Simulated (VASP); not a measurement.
# Be4B (P4/nmm) in VASP: single point with LDA

Aim: the single point of Be4B with LDA.

All numbers are computed with VASP 6.6.1; they aren't measurements. Logs are shortened: lines on timing, memory, paths and dates and some standing lists are left out, and cuts for length are marked.

## 1. The cell of the first run

Symmetry: P4/nmm, No. 129, tetragonal system. The conventional cell has a = 3.369 Å, b = 3.369 Å, c = 7.050 Å, α = 90.00°, β = 90.00°, γ = 90.00°. Within 2.7 Å of Be (site symmetry -4m2) lie 4 B at 2.06 Å and 6 Be at 2.14 to 2.38 Å. Be (site symmetry 4mm) has 12 Be at 2.10 to 2.40 Å and 1 B at 2.20 Å within 2.8 Å. Be (site symmetry 2mm) has 2 B at 1.93 Å and 9 Be at 2.10 to 2.38 Å within 2.6 Å. B (site symmetry 4mm) has 9 Be at 1.93 to 2.20 Å within 2.6 Å.

## 2. Single point, LDA

Contents of INCAR:

```
ALGO = Normal
EDIFF = 1E-7
ENCUT = 520
ISIF = 2
ISMEAR = 0
LASPH = True
LCHARG = False
LREAL = False
LWAVE = False
NBANDS = 22
NELM = 80
PREC = Accurate
SIGMA = 0.2
```

Contents of KPOINTS:

```
k-points
0
Gamma
  9 9 4
```

Contents of POSCAR:

```
Be4B
1.0
    3.3690000000      0.0000000000      0.0000000000
    0.0000000000      3.3690000000      0.0000000000
    0.0000000000      0.0000000000      7.0500000000
Be B
8 2
Direct
    0.0000000000      0.0000000000      0.0000000000
    0.5000000000      0.5000000000      0.0000000000
    0.0000000000      0.5000000000      0.4810000000
    0.5000000000      0.0000000000      0.5190000000
    0.0000000000      0.0000000000      0.3040000000
    0.5000000000      0.5000000000      0.3040000000
    0.5000000000      0.5000000000      0.6960000000
    0.0000000000      0.0000000000      0.6960000000
    0.0000000000      0.5000000000      0.1690000000
    0.5000000000      0.0000000000      0.8310000000
```

Potentials or basis: VASP PAW LDA potentials, release 64 (Be, B).

Run with:

```bash
> cat potpaw_LDA.64/Be/POTCAR potpaw_LDA.64/B/POTCAR > POTCAR
> mpirun -np 1 vasp_std > vasp.out
```

OUTCAR:

```text
EDIFF = 1E-7
   ENCUT = 520
   ISIF = 2
   ISMEAR = 0
   LASPH = True
   LREAL = False
   NELM = 80
   PREC = Accurate

 ion  position               nearest neighbor table
   1  0.000  0.000  0.000-   9 2.06  10 2.06   9 2.06  10 2.06   5 2.14   8 2.14   2 2.38   2 2.38
                             2 2.38   2 2.38
   2  0.500  0.500  0.000-   9 2.06  10 2.06  10 2.06   9 2.06   6 2.14   7 2.14   1 2.38   1 2.38
                             1 2.38   1 2.38
   3  0.000  0.500  0.481-   5 2.10   6 2.10   5 2.10   6 2.10   9 2.20   8 2.27   8 2.27   7 2.27
                             7 2.27
   4  0.500  0.000  0.519-   7 2.10   8 2.10   7 2.10   8 2.10  10 2.20   6 2.27   6 2.27   5 2.27
                             5 2.27
   5  0.000  0.000  0.304-   9 1.93   9 1.93   3 2.10   3 2.10   1 2.14   4 2.27   4 2.27   6 2.38
                             6 2.38   6 2.38   6 2.38
   6  0.500  0.500  0.304-   9 1.93   9 1.93   3 2.10   3 2.10   2 2.14   4 2.27   4 2.27   5 2.38
                             5 2.38   5 2.38   5 2.38
   7  0.500  0.500  0.696-  10 1.93  10 1.93   4 2.10   4 2.10   2 2.14   3 2.27   3 2.27   8 2.38
                             8 2.38   8 2.38   8 2.38
   8  0.000  0.000  0.696-  10 1.93  10 1.93   4 2.10   4 2.10   1 2.14   3 2.27   3 2.27   7 2.38
                             7 2.38   7 2.38   7 2.38
   9  0.000  0.500  0.169-   5 1.93   6 1.93   5 1.93   6 1.93   1 2.06   1 2.06   2 2.06   2 2.06
                             3 2.20
  10  0.500  0.000  0.831-   7 1.93   8 1.93   7 1.93   8 1.93   2 2.06   1 2.06   1 2.06   2 2.06
                             4 2.20

  LATTYP: Found a simple tetragonal cell.
 ALAT       =     3.3690000000
 C/A-ratio  =     2.0926090828

  Lattice vectors:

 A1 = (   3.3690000000,   0.0000000000,   0.0000000000)
 A2 = (   0.0000000000,   3.3690000000,   0.0000000000)
 A3 = (   0.0000000000,   0.0000000000,   7.0500000000)

Analysis of symmetry for initial positions (statically):
=====================================================================
 Subroutine PRICEL returns:
 Original cell was already a primitive cell.

 Routine SETGRP: Setting up the symmetry group for a
 simple tetragonal supercell.

 Subroutine GETGRP returns: Found 16 space group operations
 (whereof  8 operations were pure point group operations)
 out of a pool of 16 trial point group operations.

The static configuration has the point symmetry D_2d.
 The point group associated with its full space group is D_4h.

Analysis of symmetry for dynamics (positions and initial velocities):
=====================================================================
 Subroutine PRICEL returns:
 Original cell was already a primitive cell.

 Routine SETGRP: Setting up the symmetry group for a
 simple tetragonal supercell.

 Subroutine GETGRP returns: Found 16 space group operations
 (whereof  8 operations were pure point group operations)
 out of a pool of 16 trial point group operations.

The dynamic configuration has the point symmetry D_2d.
 The point group associated with its full space group is D_4h.

 Subroutine INISYM returns: Found 16 space group operations
 (whereof  8 operations are pure point group operations),
 and found     1 'primitive' translations

----------------------------------------------------------------------------------------

                                     Primitive cell

  volume of cell :      80.0186

  direct lattice vectors                    reciprocal lattice vectors
     3.369000000  0.000000000  0.000000000     0.296823983  0.000000000  0.000000000
     0.000000000  3.369000000  0.000000000     0.000000000  0.296823983  0.000000000
     0.000000000  0.000000000  7.050000000     0.000000000  0.000000000  0.141843972

  length of vectors
     3.369000000  3.369000000  7.050000000     0.296823983  0.296823983  0.141843972

  position of ions in fractional coordinates (direct lattice)
     0.000000000  0.000000000  0.000000000
     0.500000000  0.500000000  0.000000000
     0.000000000  0.500000000  0.481000000
     0.500000000  0.000000000  0.519000000
     0.000000000  0.000000000  0.304000000
     0.500000000  0.500000000  0.304000000
     0.500000000  0.500000000  0.696000000
     0.000000000  0.000000000  0.696000000
     0.000000000  0.500000000  0.169000000
     0.500000000  0.000000000  0.831000000

  ion indices of the primitive-cell ions
   primitive index   ion index
                 1           1
                 2           2
                 3           3
                 4           4
                 5           5
                 6           6
                 7           7
                 8           8
                 9           9
                10          10

----------------------------------------------------------------------------------------

 KPOINTS: k-points

Automatic generation of k-mesh.
 Grid dimensions read from file:
 generate k-points for:    9    9    4

 Generating k-lattice:

  Cartesian coordinates                     Fractional coordinates (reciprocal lattice)
     0.032980443  0.000000000  0.000000000     0.111111111  0.000000000  0.000000000
     0.000000000  0.032980443  0.000000000     0.000000000  0.111111111  0.000000000
     0.000000000  0.000000000  0.035460993     0.000000000  0.000000000  0.250000000

  Length of vectors
     0.032980443  0.032980443  0.035460993

  Shift w.r.t. Gamma in fractional coordinates (k-lattice)
     0.000000000  0.000000000  0.000000000

 Subroutine IBZKPT returns following result:
 ===========================================

 Found     45 irreducible k-points:

 Following reciprocal coordinates:
            Coordinates               Weight
  0.000000  0.000000  0.000000      1.000000
  0.111111  0.000000  0.000000      4.000000
  0.222222  0.000000  0.000000      4.000000
  0.333333  0.000000  0.000000      4.000000
  0.444444  0.000000  0.000000      4.000000
  0.111111  0.111111  0.000000      4.000000
[... 16 lines left out ...]
  0.333333  0.111111  0.250000     16.000000
  0.444444  0.111111  0.250000     16.000000
 [... further k-points ...]
   k-points           NKPTS =     45   k-points in BZ     NKDIM =     45   number of bands    NBANDS=     22
   number of dos      NEDOS =    301   number of ions     NIONS =     10
   total plane-waves  NPLWV =  42336
   dimension x,y,z NGX =    28 NGY =   28 NGZ =   54
   dimension x,y,z NGXF=    56 NGYF=   56 NGZF=  108
   ions per type =               8   2
   NGX,Y,Z   is equivalent  to a cutoff of  13.82, 13.82, 12.73 a.u.
   NGXF,Y,Z  is equivalent  to a cutoff of  27.63, 27.63, 25.47 a.u.
 SYSTEM =  unknown system
   PREC   = accura    normal or accurate (medium, high low for compatibility)
   ISTART =      0    job   : 0-new  1-cont  2-samecut
   ICHARG =      2    charge: 1-file 2-atom 10-const
   ISPIN  =      1    spin polarized calculation?
   LNONCOLLINEAR =      F non collinear calculations
   LSORBIT =      F    spin-orbit coupling
   LASPH  =      T    aspherical Exc in radial PAW
   ENCUT  =  520.0 eV  38.22 Ry    6.18 a.u.   6.26  6.26 13.11*2*pi/ulx,y,z
   NELM   =     80;   NELMIN=  2; NELMDL= -5     # of ELM steps
   EDIFF  = 0.1E-06   stopping-criterion for ELM
   LREAL  =      F    real-space projection
   EDIFFG = 0.1E-05   stopping-criterion for IOM
   NSW    =      0    number of steps for IOM
   IBRION =     -1    ionic relax: 0-MD 1-quasi-New 2-CG
   NFREE  =      0    steps in history (QN), initial steepest desc. (CG)
   ISIF   =      2    stress and relaxation
   ISYM   =      2    0-nonsym 1-usesym 2-fastsym
   POTIM  = 0.5000    time-step for ionic-motion
   TEBEG  =    0.0;   TEEND  =   0.0 temperature during run
   PSTRESS=    0.0 pullay stress
   NELECT =      22.0000    total number of electrons
   NUPDOWN=      -1.0000    fix difference up-down
   EMIN   =  10.00;   EMAX   =-10.00  energy-range for DOS
   EFERMI =   0.00;   METHOD = LEGACY
   ISMEAR =     0;   SIGMA  =   0.20  broadening in eV -4-tet -1-fermi 0-gaus
   EFERMI_NEDOS =   21; number of points for ismear=-14 and -15
   IALGO  =     38    algorithm
   IMIX   =      4    mixing-type and parameters
     AMIX     =   0.40;   BMIX     =  1.00
     AMIX_MAG =   1.60;   BMIX_MAG =  1.00
  volume/ion in A,a.u.               =       8.00        54.00
  Fermi-wavevector in a.u.,A,eV,Ry     =   1.064516  2.011643 15.418032  1.133193
  Thomas-Fermi vector in A             =   2.200037
   LORBIT       =      0    0 simple, 1 ext, 2 COOP (PROOUT), +10 PAW based schemes
   GGA     = CA    functional components
   LHFCALC =     F    Hartree Fock is set to
   AEXX    =    0.0000 exact exchange contribution
   IVDW    =     0    specifies the selected vdW correction
   LEPSILON=     F    determine dielectric tensor
   LRPA    =     F    only Hartree local field effects (RPA)
 non-spin polarized calculation
 Gauss-broadening in eV      SIGMA  =   0.20
  energy-cutoff  :      520.00
  volume of cell :       80.02
 maximum number of plane-waves:      2172
 NGX is ok and might be reduce to    28
   NGX = 13   NGY = 13   NGZ = 27

 number of electron      22.0000000 magnetization

 Free energy of the ion-electron system (eV)
  ---------------------------------------------------
  ext. energy  EPLUGINS =         0.00000000
  ---------------------------------------------------
  free energy    TOTEN  =       -48.68221740 eV

  energy without entropy =      -48.65441388  energy(sigma->0) =      -48.66831564

 E-fermi :   6.2386     XC(G=0): -10.6885

 val. band max:        6.1668368818   @ k =   0.4444   0.1111   0.5000
 cond. band min:       6.2926929525   @ k =   0.3333   0.1111   0.2500
 fundamental gap:      0.1258560707
 Fermi energy:         6.2385907235

 k-point     1 :       0.0000    0.0000    0.0000
  band No.  band energies     occupation
      1      -5.6231      2.00000
      2      -3.9070      2.00000
      3      -2.8997      2.00000
      4       2.2608      2.00000
      5       2.2608      2.00000
      6       2.4524      2.00000
[... 14 lines left out ...]
     21      12.8062      0.00000
     22      14.3159      0.00000

 k-point     2 :       0.1111    0.0000    0.0000
  band No.  band energies     occupation
      1      -5.5098      2.00000
      2      -3.8089      2.00000
      3      -2.7816      2.00000
      4       1.6336      2.00000
      5       2.3953      2.00000
      6       2.5223      2.00000
[... 14 lines left out ...]
     21      12.9915      0.00000
     22      13.5488      0.00000

 k-point     3 :       0.2222    0.0000    0.0000
  band No.  band energies     occupation
      1      -5.1729      2.00000
      2      -3.5327      2.00000
      3      -2.4268      2.00000
      4       0.3852      2.00000
      5       1.8730      2.00000
      6       2.4753      2.00000
[... 14 lines left out ...]
     21      12.3794      0.00000
     22      13.4566      0.00000

 k-point     4 :       0.3333    0.0000    0.0000
  band No.  band energies     occupation
      1      -4.6249      2.00000
      2      -3.1867      2.00000
      3      -1.8353      2.00000
      4      -0.7748      2.00000
      5       0.5754      2.00000
      6       1.3451      2.00000
[... 14 lines left out ...]
     21      13.9687      0.00000
     22      14.4908      0.00000

 k-point     5 :       0.4444    0.0000    0.0000
  band No.  band energies     occupation
      1      -3.9112      2.00000
      2      -3.2401      2.00000
      3      -1.1782      2.00000
      4      -1.0241      2.00000
      5      -0.5026      2.00000
      6       0.0807      2.00000
[... 417 lines left out ...]
 k-point    22 :       0.2222    0.1111    0.2500
  band No.  band energies     occupation
      1      -4.9338      2.00000
      2      -3.9363      2.00000
      3      -1.6056      2.00000
      4       0.6801      2.00000
      5       1.0270      2.00000
      6       2.1921      2.00000
[... 14 lines left out ...]
     21      13.0147      0.00000
     22      13.5992      0.00000

 k-point    23 :       0.3333    0.1111    0.2500
  band No.  band energies     occupation
      1      -4.3938      2.00000
      2      -3.4818      2.00000
      3      -1.3486      2.00000
      4      -0.2911      2.00000
      5       0.0433      2.00000
      6       2.2419      2.00000
[... 14 lines left out ...]
     21      13.7715      0.00000
     22      14.1832      0.00000

 k-point    24 :       0.4444    0.1111    0.2500
  band No.  band energies     occupation
      1      -3.7103      2.00000
      2      -3.2149      2.00000
      3      -1.5991      2.00000
      4      -1.0701      2.00000
      5       0.1027      2.00000
      6       1.0489      2.00000
[... 14 lines left out ...]
     21      13.7719      0.00000
     22      14.2506      0.00000

 [... further k-points ...]
[... 5 lines left out ...]
  --------------------------------------------------------------------------------------
  -------------------------------------------------------------------------------------
  Total       -3.8567421     -3.8567421     -4.2853003      0.0000000     -0.0000000      0.0000000
  in kB      -77.2218216    -77.2218216    -85.8026511      0.0000000     -0.0000000      0.0000000
  external PRESSURE =     -80.0820981 kB  Pullay stress =       0.0000000 kB

 VOLUME and BASIS-vectors are now :
 -----------------------------------------------------------------------------
  energy-cutoff  :      520.00
  volume of cell :       80.02
      direct lattice vectors                 reciprocal lattice vectors
     3.369000000  0.000000000  0.000000000     0.296823983  0.000000000  0.000000000
     0.000000000  3.369000000  0.000000000     0.000000000  0.296823983  0.000000000
     0.000000000  0.000000000  7.050000000     0.000000000  0.000000000  0.141843972

 POSITION                                       TOTAL-FORCE (eV/Angst)
 -----------------------------------------------------------------------------------
      0.00000      0.00000      0.00000         0.000000     -0.000000      0.000000
      1.68450      1.68450      0.00000         0.000000      0.000000      0.000000
      0.00000      1.68450      3.39105         0.000000      0.000000     -0.065624
      1.68450      0.00000      3.65895         0.000000      0.000000      0.065624
      0.00000      0.00000      2.14320         0.000000      0.000000      0.010152
      1.68450      1.68450      2.14320         0.000000     -0.000000      0.010152
      1.68450      1.68450      4.90680         0.000000     -0.000000     -0.010152
      0.00000      0.00000      4.90680         0.000000      0.000000     -0.010152
      0.00000      1.68450      1.19145        -0.000000     -0.000000      0.126969
      1.68450      0.00000      5.85855         0.000000      0.000000     -0.126969
 -----------------------------------------------------------------------------------
    total drift:                                0.000000     -0.000000      0.000000

  FREE ENERGIE OF THE ION-ELECTRON SYSTEM (eV)
  ---------------------------------------------------
  free  energy   TOTEN  =       -48.6822173977 eV

  energy  without entropy=      -48.6544138769  energy(sigma->0) =      -48.66831564
```

Wall time 63 s (1 thread of Intel Xeon Platinum 8375C at 2.90GHz (Ice Lake), shared host); peak memory 0.19 GiB.

What came out:

| Quantity | Value |
| --- | --- |
| Free energy | -48.6822 eV |
| Pressure | -8.0 GPa |
| Largest force | 0.127 eV/Å |
| Band gap on the k mesh | zero (band 11 reaches 8.04 eV, above the bottom of band 12 at 2.75 eV) |

Forces in eV/Å, atoms in the order of the input:
```
Be   0.000  0.000  0.000
Be   0.000  0.000  0.000
Be   0.000  0.000 -0.066
Be   0.000  0.000  0.066
Be   0.000  0.000  0.010
Be   0.000  0.000  0.010
Be   0.000  0.000 -0.010
Be   0.000  0.000 -0.010
B    0.000  0.000  0.127
B    0.000  0.000 -0.127
```
